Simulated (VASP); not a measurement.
# Re (Ia-3) in VASP: notebook, part 2 of 2

VASP 6.6.1. Earlier steps stand in the parts before.

**3. Single point, PBE**

This run uses another cell than the first one, of 20.22 Å³/atom, 1.236 times its volume.

File INCAR:

```
SYSTEM = Re
PREC = Accurate
ENCUT = 520
EDIFF = 1E-6
ISMEAR = 0
SIGMA = 0.1
LREAL = .FALSE.
LASPH = .TRUE.
NELM = 80
ALGO = Fast
ISIF = 2
LWAVE = .FALSE.
LCHARG = .TRUE.
GGA = PE
LELF = .TRUE.
LVHAR = .TRUE.
NBANDS = 38
```

File KPOINTS:

```
regular mesh
0
G
  8 8 8
  0 0 0
```

File POSCAR:

```
Re
1.0
   -3.4326599649      3.4326599649      3.4326599649
    3.4326599649     -3.4326599649      3.4326599649
    3.4326599649      3.4326599649     -3.4326599649
Re
8
Direct
    0.2006447442      0.2006447442      0.2006447442
    0.5000000000      0.0000000000      0.2993552558
    0.2993552558      0.5000000000      0.0000000000
    0.0000000000      0.2993552558      0.5000000000
    0.7993552558      0.7993552558      0.7993552558
    0.5000000000      0.0000000000      0.7006447442
    0.7006447442      0.5000000000      0.0000000000
    0.0000000000      0.7006447442      0.5000000000
```

Potentials or basis: VASP PAW PBE potentials, release 64 (Re).

Started as:

```sh
$ cat potpaw_PBE.64/Re/POTCAR > POTCAR
$ mpirun -np 1 vasp_std > vasp.out
```

OUTCAR:

```text
SYSTEM = Re
   PREC = Accurate
   ENCUT = 520
   EDIFF = 1E-6
   ISMEAR = 0
   LREAL = .FALSE.
   LASPH = .TRUE.
   NELM = 80
   ISIF = 2
   GGA = PE

 ion  position               nearest neighbor table
   1  0.201  0.201  0.201-   5 2.39   3 2.47   4 2.47   2 2.47
   2  0.500  0.000  0.299-   6 2.39   4 2.47   1 2.47   3 2.47
   3  0.299  0.500  0.000-   7 2.39   2 2.47   1 2.47   4 2.47
   4  0.000  0.299  0.500-   8 2.39   3 2.47   1 2.47   2 2.47
   5  0.799  0.799  0.799-   1 2.39   6 2.47   7 2.47   8 2.47
   6  0.500  0.000  0.701-   2 2.39   5 2.47   7 2.47   8 2.47
   7  0.701  0.500  0.000-   3 2.39   5 2.47   8 2.47   6 2.47
[... 1200 lines left out ...]
  Total       -1.9344775     -1.9344775     -1.9344775     -0.0000000      0.0000000     -0.0000000
  in kB      -19.1567535    -19.1567535    -19.1567535     -0.0000000      0.0000000     -0.0000000
  external PRESSURE =     -19.1567535 kB  Pullay stress =       0.0000000 kB

 VOLUME and BASIS-vectors are now :
 -----------------------------------------------------------------------------
  energy-cutoff  :      520.00
  volume of cell :      161.79
      direct lattice vectors                 reciprocal lattice vectors
    -3.432659965  3.432659965  3.432659965     0.000000000  0.145659636  0.145659636
     3.432659965 -3.432659965  3.432659965     0.145659636  0.000000000  0.145659636
     3.432659965  3.432659965 -3.432659965     0.145659636  0.145659636  0.000000000

 POSITION                                       TOTAL-FORCE (eV/Angst)
 -----------------------------------------------------------------------------------
      0.68875      0.68875      0.68875        -0.107746     -0.107746     -0.107746
     -0.68875      2.74391      0.68875         0.107746      0.107746     -0.107746
      0.68875     -0.68875      2.74391        -0.107746      0.107746      0.107746
      2.74391      0.68875     -0.68875         0.107746     -0.107746      0.107746
      2.74391      2.74391      2.74391         0.107746      0.107746      0.107746
      0.68875      4.12141     -0.68875        -0.107746     -0.107746      0.107746
     -0.68875      0.68875      4.12141         0.107746     -0.107746     -0.107746
      4.12141     -0.68875      0.68875        -0.107746      0.107746     -0.107746
 -----------------------------------------------------------------------------------
    total drift:                                0.000000      0.000000     -0.000000

  FREE ENERGIE OF THE ION-ELECTRON SYSTEM (eV)
  ---------------------------------------------------
  free  energy   TOTEN  =       -88.8137232257 eV

  energy  without entropy=      -88.7794404792  energy(sigma->0) =      -88.79658185
```

OSZICAR:

```text
N       E                     dE             d eps       ncg     rms          rms(c)
DAV:   1     0.822420108879E+03    0.82242E+03   -0.17923E+04  4004   0.169E+03
DAV:   2     0.619282514945E+02   -0.76049E+03   -0.70908E+03  4518   0.152E+03
DAV:   3    -0.654069711990E+02   -0.12734E+03   -0.11608E+03  5266   0.716E+02
[... 23 lines left out ...]
RMM:  27    -0.888137169375E+02   -0.38433E-05   -0.41984E-05  2909   0.518E-02    0.128E-02
RMM:  28    -0.888137191010E+02   -0.21635E-05   -0.28655E-05  2953   0.761E-02    0.291E-02
RMM:  29    -0.888137213050E+02   -0.22040E-05   -0.24018E-05  3041   0.674E-02    0.217E-03
RMM:  30    -0.888137224193E+02   -0.11143E-05   -0.97219E-06  2686   0.444E-02    0.143E-02
RMM:  31    -0.888137232257E+02   -0.80644E-06   -0.71600E-06  2761   0.492E-02
   1 F= -.88813723E+02 E0= -.88796582E+02  d E =-.342827E-01
```

stdout:

```text
POSCAR found type information on POSCAR Re
 POSCAR found :  1 types and       8 ions
 scaLAPACK will be used
 LDA part: xc-table for (Slater+PW92), standard interpolation
 POSCAR, INCAR and KPOINTS ok, starting setup
 FFT: planning ... GRIDC
 FFT: planning ... GRID_SOFT
 FFT: planning ... GRID
 WAVECAR not read
 entering main loop
```

It took 11 min on 1 thread of Intel Xeon Platinum 8375C at 2.90GHz (Ice Lake), shared host; peak memory 0.4 GiB.

Results:

- Free energy: -88.8137 eV
- Pressure: -1.9 GPa
- Largest force: 0.187 eV/Å
- Band gap on the k mesh: zero (band 28 reaches 5.33 eV, above the bottom of band 29 at 4.06 eV)

Forces in eV/Å, atoms in the order of the input:
```
Re  -0.108 -0.108 -0.108
Re   0.108  0.108 -0.108
Re  -0.108  0.108  0.108
Re   0.108 -0.108  0.108
Re   0.108  0.108  0.108
Re  -0.108 -0.108  0.108
Re   0.108 -0.108 -0.108
Re  -0.108  0.108 -0.108
```

Caveat: spin-orbit coupling is left out, which moves the levels of the heavy elements.

**4. Relaxation of cell and atoms, PBE**

This run uses another cell than the first one, of 20.21 Å³/atom, 1.235 times its volume.

File INCAR:

```
SYSTEM = Re
ALGO     = Fast           ! electronic algorithm
EDIFF    = 1E-6           ! SCF threshold, eV
EDIFFG   = -0.01          ! ionic threshold
ENCUT    = 600            ! plane-wave cutoff, eV
GGA      = PE             ! functional
IBRION   = 2              ! ionic algorithm
ISIF     = 3              ! what is computed and relaxed
ISMEAR   = 0              ! smearing method
LASPH    = .TRUE.         ! aspherical terms in the spheres
LCHARG   = .FALSE.        ! write CHGCAR
LREAL    = .FALSE.        ! projectors in reciprocal space
LWAVE    = .FALSE.        ! write WAVECAR
NELM     = 60             ! most SCF steps
NSW      = 100            ! ionic steps
PREC     = Accurate       ! precision mode
SIGMA    = 0.1            ! smearing width, eV
```

File KPOINTS:

```
k-points
0
G
  8 8 8
  0 0 0
```

File POSCAR:

```
Re
1.0
   -3.4319627657      3.4319627657      3.4319627657
    3.4319627657     -3.4319627657      3.4319627657
    3.4319627657      3.4319627657     -3.4319627657
Re
8
Direct
    0.2002321330      0.2002321330      0.2002321330
    0.5000000000      0.0000000000      0.2997678670
    0.2997678670      0.5000000000      0.0000000000
    0.0000000000      0.2997678670      0.5000000000
    0.7997678670      0.7997678670      0.7997678670
    0.5000000000      0.0000000000      0.7002321330
    0.7002321330      0.5000000000      0.0000000000
    0.0000000000      0.7002321330      0.5000000000
```

Started as:

```sh
$ cat potpaw_PBE.64/Re/POTCAR > POTCAR
$ mpirun -np 1 vasp_std > vasp.out
```

It took 28 min on 1 thread of Intel Xeon Platinum 8375C at 2.90GHz (Ice Lake), shared host; peak memory 0.46 GiB.

It converged, with:

| Quantity | Value |
| --- | --- |
| Free energy | -88.8261 eV |
| Relaxed volume | 20.07 Å³/atom |
| Relaxed cell | a = 5.930 Å, b = 5.930 Å, c = 5.930 Å, α = 109.47°, β = 109.47°, γ = 109.47° |
| Space group after relaxing (to 0.05 Å) | Ia-3 (No. 206) |
| Energy gained by relaxing | 0.9 meV/atom |
| Ionic steps | 3 |
| Pressure after relaxing | 0.0 GPa |
| Largest force after relaxing | 0.005 eV/Å |
| Band gap on the k mesh | zero (band 28 reaches 5.43 eV, above the bottom of band 29 at 4.14 eV) |

Forces in eV/Å, atoms in the order of the input:
```
Re  -0.003 -0.003 -0.003
Re   0.003  0.003 -0.003
Re  -0.003  0.003  0.003
Re   0.003 -0.003  0.003
Re   0.003  0.003  0.003
Re  -0.003 -0.003  0.003
Re   0.003 -0.003 -0.003
Re  -0.003  0.003 -0.003
```

The path:
| step | energy change (eV) | largest force (eV/Å) | pressure (GPa) | volume (Å³) |
| --- | --- | --- | --- | --- |
| 1 | 0.0000 | 0.1171 | -1.53 | 161.69 |
| 2 | 0.0510 | 0.3604 | 5.07 | 157.22 |
| 3 | -0.0072 | 0.0052 | 0.04 | 160.56 |

Final structure:
```
Re
1.0
    -3.42394    3.42394    3.42394
     3.42394   -3.42394    3.42394
     3.42394    3.42394   -3.42394
Re
8
Direct
  0.20000 0.20000 0.20000
  0.50000 0.00000 0.30000
  0.30000 0.50000 0.00000
  0.00000 0.30000 0.50000
  0.80000 0.80000 0.80000
  0.50000 0.00000 0.70000
  0.70000 0.50000 0.00000
  0.00000 0.70000 0.50000
```

Levels at points of the mesh, in eV from the Fermi level:
```csv
k point,band 25,band 26,band 27,band 28,band 29,band 30,band 31,band 32
"(0.00, 0.00, 0.00)",-1.59,-0.87,-0.87,0.65,0.66,0.67,1.41,1.59
"(0.50, 0.00, 0.00)",-0.91,-0.91,-0.26,-0.26,0.14,0.14,0.94,0.95
"(0.50, 0.50, 0.50)",-1.22,-1.22,-1.22,-0.64,-0.64,-0.46,0.51,0.52
```

Caveat: spin-orbit coupling is left out, which moves the levels of the heavy elements.

**5. Overview**

```csv
task,cell,k mesh,cutoff (eV),gap on the mesh (eV),pressure (GPa),relaxed volume (Å³/atom),largest force (eV/Å)
relaxation of cell and atoms,"relaxed from a = 5.541 Å, angles 109.5°, 8 atoms",4 × 4 × 4,600,none,-0.2,20.08,0.02
single point,"a = 5.946 Å, angles 109.5°, 8 atoms",8 × 8 × 8,520,none,-1.9,-,0.19
relaxation of cell and atoms,"relaxed from a = 5.944 Å, angles 109.5°, 8 atoms",8 × 8 × 8,600,none,0.0,20.07,0.01
```

Alike in all rows: level PBE; potentials or basis VASP PAW PBE potentials, release 64 (Re); no spin polarisation; smearing gaussian 0.1 eV.

Caveats: spin-orbit coupling is left out, which moves the levels of the heavy elements; the volume moved by over 15 % at a fixed basis, so the end points are rough (some runs).

Total energies depend on the potentials used, so only differences within one code and one set of settings carry meaning.
